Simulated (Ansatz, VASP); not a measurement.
**Two plane-wave programs on PbO**

```
Pb O
1.0
     3.97808    0.00000    0.00000
     0.00000    3.97808    0.00000
     0.00000    0.00000    5.01271
Pb O
2 2
Direct
  0.50000 0.00000 0.23680
  0.00000 0.50000 0.76320
  0.00000 0.00000 0.00000
  0.50000 0.50000 0.00000
```

Alike in both runs: task single point; functional PBEsol; k mesh 6 × 6 × 6; occupations gaussian, width 0.05 eV; non-collinear spin, spin-orbit coupling.

```csv
,VASP,Ansatz
version,VASP 6.6.1,Ansatz 0.2.0
potentials or method,"VASP PAW PBE potentials, release 64 (Pb_d, O), cutoff 520 eV","plane waves, PAW"
valence electrons in the cell,40,40
```

VASP gave:

| Quantity | Value |
| --- | --- |
| pressure (GPa) | 0.3 |
| traceless stress, the component that is largest in VASP (GPa) | 0.04 |
| rms of the force components (eV/Å) | 0.022 |

Estimate Ansatz's values.

pressure (GPa): 0.2; traceless stress, the component that is largest in VASP (GPa): 0.17; rms of the force components (eV/Å): 0.006.

VASP's potentials were made for PBE, not for PBEsol. Atom by atom the forces differ by 0.015 eV/Å (rms over components).
